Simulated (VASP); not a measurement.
# Ti4C in VASP: further runs

The runs below take Ti4C through single point, with PBEsol.

Everything below comes from runs of VASP 6.6.1. Logs are shortened: lines on timing, memory, paths and dates and some standing lists are left out, and cuts for length are marked.

**1. The cell of the first run**

The cell holds a slab with vacuum, 5 atoms: a = 2.868 Å, b = 4.055 Å, c = 19.605 Å, α = 90.00°, β = 90.00°, γ = 90.00°.

**2. Single point, PBEsol**

The input, INCAR:

```
SYSTEM = Ti4C
PREC     = Accurate       ! precision mode
ENCUT    = 520            ! plane-wave cutoff, eV
EDIFF    = 1E-7           ! SCF threshold, eV
ISMEAR   = 0              ! smearing method
SIGMA    = 0.1            ! smearing width, eV
LREAL    = .False.        ! projectors in reciprocal space
LASPH    = .True.         ! aspherical terms in the spheres
NELM     = 80             ! most SCF steps
ALGO     = Normal         ! electronic algorithm
ISIF     = 2              ! what is computed and relaxed
LWAVE    = .False.        ! write WAVECAR
LCHARG   = .False.        ! write CHGCAR
LDIPOL   = .True.       
IDIPOL   = 3            
DIPOL    = 0.5 0.5 0.347
GGA      = PS             ! functional
NBANDS   = 34             ! bands
```

The input, KPOINTS:

```
regular mesh
0
Gamma
  9 7 1
  0 0 0
```

The input, POSCAR:

```
Ti4C
1.0
    2.8676282151      0.0000000000      0.0000000000
    0.0000000000      4.0554387137      0.0000000000
    0.0000000000      0.0000000000     19.6054200203
Ti C
4 1
Direct
    0.5000000000      0.5000000000      0.2040252132
    0.0000000000      0.0000000000      0.2771587704
    0.5000000000      0.5000000000      0.3434213386
    0.0000000000      0.0000000000      0.4134275120
    0.0000000000      0.2000000000      0.4960274123
```

Potentials or basis: VASP PAW PBE potentials, release 64 (Ti_sv, C).

Started as:

```console
$ cat potpaw_PBE.64/Ti_sv/POTCAR potpaw_PBE.64/C/POTCAR > POTCAR
$ mpirun -np 1 vasp_std > vasp.out
```

OUTCAR:

```text
SYSTEM = Ti4C
   PREC = Accurate
   ENCUT = 520
   EDIFF = 1E-7
   ISMEAR = 0
   LREAL = .False.
   LASPH = .True.
   NELM = 80
   ISIF = 2
   GGA = PS

 ion  position               nearest neighbor table
   1  0.500  0.500  0.204-   3 2.73   2 2.87   2 2.87   2 2.87   2 2.87
   2  0.000  0.000  0.277-   4 2.67   3 2.80   3 2.80   3 2.80   3 2.80   1 2.87   1 2.87   1 2.87
                             1 2.87
   3  0.500  0.500  0.343-   1 2.73   2 2.80   2 2.80   2 2.80   2 2.80   4 2.84   4 2.84   4 2.84
                             4 2.84
   4  0.000  0.000  0.413-   5 1.81   2 2.67   3 2.84   3 2.84   3 2.84   3 2.84
   5  0.000  0.200  0.496-   4 1.81

  LATTYP: Found a simple orthorhombic cell.
 ALAT       =     2.8676282151
 B/A-ratio  =     1.4142135624
 C/A-ratio  =     6.8368067789

  Lattice vectors:

 A1 = (   2.8676282151,   0.0000000000,   0.0000000000)
 A2 = (   0.0000000000,   4.0554387137,   0.0000000000)
 A3 = (   0.0000000000,   0.0000000000,  19.6054200203)

Analysis of symmetry for initial positions (statically):
=====================================================================
 Subroutine PRICEL returns:
 Original cell was already a primitive cell.

 Routine SETGRP: Setting up the symmetry group for a
 simple orthorhombic supercell.

 Subroutine GETGRP returns: Found  2 space group operations
 (whereof  2 operations were pure point group operations)
 out of a pool of  8 trial point group operations.

The static configuration has the point symmetry C_1h.

Analysis of symmetry for dynamics (positions and initial velocities):
=====================================================================
 Subroutine PRICEL returns:
 Original cell was already a primitive cell.

 Routine SETGRP: Setting up the symmetry group for a
 simple orthorhombic supercell.

 Subroutine GETGRP returns: Found  2 space group operations
 (whereof  2 operations were pure point group operations)
 out of a pool of  8 trial point group operations.

The dynamic configuration has the point symmetry C_1h.

 Subroutine INISYM returns: Found  2 space group operations
 (whereof  2 operations are pure point group operations),
 and found     1 'primitive' translations

----------------------------------------------------------------------------------------

                                     Primitive cell

  volume of cell :     228.0010
[... 95 lines left out ...]
   NFREE  =      0    steps in history (QN), initial steepest desc. (CG)
   ISIF   =      2    stress and relaxation
   ISYM   =      2    0-nonsym 1-usesym 2-fastsym
   POTIM  = 0.5000    time-step for ionic-motion
   TEBEG  =    0.0;   TEEND  =   0.0 temperature during run
   PSTRESS=    0.0 pullay stress
   NELECT =      52.0000    total number of electrons
   NUPDOWN=      -1.0000    fix difference up-down
   EMIN   =  10.00;   EMAX   =-10.00  energy-range for DOS
   EFERMI =   0.00;   METHOD = LEGACY
   ISMEAR =     0;   SIGMA  =   0.10  broadening in eV -4-tet -1-fermi 0-gaus
   EFERMI_NEDOS =   21; number of points for ismear=-14 and -15
   IALGO  =     38    algorithm
   IMIX   =      4    mixing-type and parameters
     AMIX     =   0.40;   BMIX     =  1.00
     AMIX_MAG =   1.60;   BMIX_MAG =  1.00
  volume/ion in A,a.u.               =      45.60       307.73
  Fermi-wavevector in a.u.,A,eV,Ry     =   1.000223  1.890148 13.611905  1.000447
  Thomas-Fermi vector in A             =   2.132566
   LORBIT       =      0    0 simple, 1 ext, 2 COOP (PROOUT), +10 PAW based schemes
   GGA     = PS    functional components
   LHFCALC =     F    Hartree Fock is set to
   AEXX    =    0.0000 exact exchange contribution
   IVDW    =     0    specifies the selected vdW correction
   LEPSILON=     F    determine dielectric tensor
   LRPA    =     F    only Hartree local field effects (RPA)
 non-spin polarized calculation
 Gauss-broadening in eV      SIGMA  =   0.10
  energy-cutoff  :      520.00
  volume of cell :      228.00
 maximum number of plane-waves:      6177
 NGX is ok and might be reduce to    24
   NGX = 11   NGY = 15   NGZ = 73

 number of electron      52.0000014 magnetization

 dipolmoment           0.000000      0.000000      0.207098 electrons x Angstroem

 Free energy of the ion-electron system (eV)
  ---------------------------------------------------
  ext. energy  EPLUGINS =         0.00000000
  ---------------------------------------------------
  free energy    TOTEN  =       -35.34139538 eV

  energy without entropy =      -35.30670546  energy(sigma->0) =      -35.32405042

 E-fermi :  -0.5976     XC(G=0):  -4.9783

 val. band max:       -0.6014561302   @ k =   0.3333   0.4286   0.0000
 cond. band min:      -0.5934820904   @ k =   0.2222   0.4286   0.0000
 fundamental gap:      0.0079740398
 Fermi energy:        -0.5976461346

 k-point     1 :       0.0000    0.0000    0.0000
  band No.  band energies     occupation
      1     -57.3527      2.00000
      2     -57.0808      2.00000
      3     -56.9525      2.00000
      4     -56.4887      2.00000
      5     -33.9002      2.00000
      6     -33.8130      2.00000
[... 729 lines left out ...]
     33       0.9868      0.00000
     34       1.2802      0.00000

------------------------ aborting loop because EDIFF is reached ----------------------------------------

 vacuum level on the upper side and lower side of the slab       (xc-potential included)         1.469        -1.724

  FORCE on cell =-STRESS in cart. coord.  units (eV):
  Direction    XX          YY          ZZ          XY          YZ          ZX
  --------------------------------------------------------------------------------------
  -------------------------------------------------------------------------------------
  Total       -0.4858951     -2.6239502     -0.7477841      0.0000000      2.4148987      0.0000000
  in kB       -3.4144150    -18.4386590     -5.2547250      0.0000000     16.9696410      0.0000000
  external PRESSURE =      -9.0359330 kB  Pullay stress =       0.0000000 kB

 VOLUME and BASIS-vectors are now :
 -----------------------------------------------------------------------------
  energy-cutoff  :      520.00
  volume of cell :      228.00
      direct lattice vectors                 reciprocal lattice vectors
     2.867628215  0.000000000  0.000000000     0.348720240  0.000000000  0.000000000
     0.000000000  4.055438714  0.000000000     0.000000000  0.246582447  0.000000000
     0.000000000  0.000000000 19.605420020     0.000000000  0.000000000  0.051006303

 POSITION                                       TOTAL-FORCE (eV/Angst)
 -----------------------------------------------------------------------------------
      1.43381      2.02772      4.00000         0.000000     -0.119730      0.511802
      0.00000      0.00000      5.43381         0.000000      0.220324     -0.454974
      1.43381      2.02772      6.73292         0.000000     -0.321358     -0.038083
      0.00000      0.00000      8.10542         0.000000     -1.058199     -0.079323
      0.00000      0.81109      9.72483         0.000000      1.278963      0.060579
 -----------------------------------------------------------------------------------
    total drift:                                0.000000     -0.000017      0.000300

  FREE ENERGIE OF THE ION-ELECTRON SYSTEM (eV)
  ---------------------------------------------------
  free  energy   TOTEN  =       -35.3413953766 eV

  energy  without entropy=      -35.3067054601  energy(sigma->0) =      -35.32405042

 vacuum level on the upper side and lower side of the slab         5.844         2.572
```

OSZICAR:

```text
N       E                     dE             d eps       ncg     rms          rms(c)
DAV:   1     0.602766543440E+03    0.60277E+03   -0.27890E+04  1608   0.149E+03
DAV:   2     0.429605715538E+02   -0.55981E+03   -0.54941E+03  1464   0.471E+02
DAV:   3    -0.292757820441E+02   -0.72236E+02   -0.70100E+02  2364   0.146E+02
[... 23 lines left out ...]
DAV:  27    -0.353413907902E+02   -0.65084E-05   -0.64488E-07  1322   0.363E-03    0.137E-03
DAV:  28    -0.353413941907E+02   -0.34005E-05   -0.29712E-07  1168   0.270E-03    0.513E-04
DAV:  29    -0.353413951089E+02   -0.91821E-06   -0.10869E-07  1074   0.126E-03    0.271E-04
DAV:  30    -0.353413953447E+02   -0.23583E-06   -0.24325E-08   910   0.790E-04    0.156E-04
DAV:  31    -0.353413953766E+02   -0.31883E-07   -0.81846E-09   796   0.490E-04
   1 F= -.35341395E+02 E0= -.35324050E+02  d E =-.346899E-01
```

stdout:

```text
POSCAR found type information on POSCAR TiC
 POSCAR found :  2 types and       5 ions
 scaLAPACK will be used
 -----------------------------------------------------------------------------
|                                                                             |
|                                                                             |
|     You enforced a specific xc type in the INCAR file but a different       |
|     I HOPE YOU KNOW WHAT YOU ARE DOING!                                     |
|                                                                             |
 -----------------------------------------------------------------------------

 LDA part: xc-table for (Slater+PW92), standard interpolation
 POSCAR, INCAR and KPOINTS ok, starting setup
 FFT: planning ... GRIDC
 FFT: planning ... GRID_SOFT
 FFT: planning ... GRID
 WAVECAR not read
 entering main loop
```

It took 3.4 min on 1 thread of AMD EPYC 9R45 (Zen 5), shared host; peak memory 0.35 GiB.

Results:

| Property | Result |
| --- | --- |
| Free energy | -35.3414 eV |
| Largest force | 1.280 eV/Å |
| Band gap on the k mesh | zero (bands 26 and 27 overlap by 0.60 eV) |

Forces in eV/Å, atoms in the order of the input:
```
Ti   0.000 -0.120  0.512
Ti   0.000  0.220 -0.455
Ti   0.000 -0.321 -0.038
Ti   0.000 -1.058 -0.079
C    0.000  1.279  0.061
```

Levels at points of the mesh, in eV from the Fermi level:
```
           k point  band 23  band 24  band 25  band 26  band 27  band 28  band 29  band 30
(0.00, 0.00, 0.00)    -1.05    -0.74    -0.16     0.05     0.27     0.55     0.86     0.89
```

Caveat: the PAW data sets were made with another functional, which shifts forces and pressure a little.

**3. Single point, PBEsol**

The input, INCAR:

```
SYSTEM = Ti4C
PREC = Accurate
ENCUT = 520
EDIFF = 1E-6
ISMEAR = 0
SIGMA = 0.1
LREAL = .FALSE.
LASPH = .TRUE.
NELM = 80
ALGO = Normal
ISIF = 2
LWAVE = .FALSE.
LCHARG = .TRUE.
LDIPOL = .TRUE.
IDIPOL = 3
DIPOL = 0.5 0.5 0.345
GGA = PS
LELF = .TRUE.
LVHAR = .TRUE.
LVACPOTAV = .TRUE.
NBANDS = 34
```

The input, KPOINTS:

```
Automatic mesh
0
G
  9 7 1
  0 0 0
```

POSCAR, as its differences from that of step 2:

```diff
@@ -12,2 +12,2 @@
     0.0000000000      0.0000000000      0.4134275120
-    0.0000000000      0.2000000000      0.4960274123
+    0.3333333333      0.0000000000      0.4879028226
```

Potentials or basis: VASP PAW PBE potentials, release 64 (Ti_sv, C).

Started as:

```console
$ cat potpaw_PBE.64/Ti_sv/POTCAR potpaw_PBE.64/C/POTCAR > POTCAR
$ mpirun -np 1 vasp_std > vasp.out
```

Wall time 3.3 min (1 thread of AMD EPYC 9R45 (Zen 5), shared host); peak memory 0.35 GiB.

It converged, with:

| Item | Value |
| --- | --- |
| Free energy | -36.2456 eV |
| Largest force | 2.762 eV/Å |
| Band gap on the k mesh | zero (bands 26 and 27 overlap by 0.30 eV) |

Forces in eV/Å, atoms in the order of the input:
```
Ti   0.024  0.000  0.357
Ti  -0.254  0.000 -0.271
Ti   0.344  0.000 -0.552
Ti  -2.736  0.000  0.383
C    2.622  0.000  0.083
```

Levels at points of the mesh, in eV from the Fermi level:
| k point | band 23 | band 24 | band 25 | band 26 | band 27 | band 28 | band 29 | band 30 |
| --- | --- | --- | --- | --- | --- | --- | --- | --- |
| (0.00, 0.00, 0.00) | -0.78 | -0.77 | -0.12 | -0.12 | 0.32 | 0.46 | 0.51 | 1.03 |

Caveat: the PAW data sets were made with another functional, which shifts forces and pressure a little.
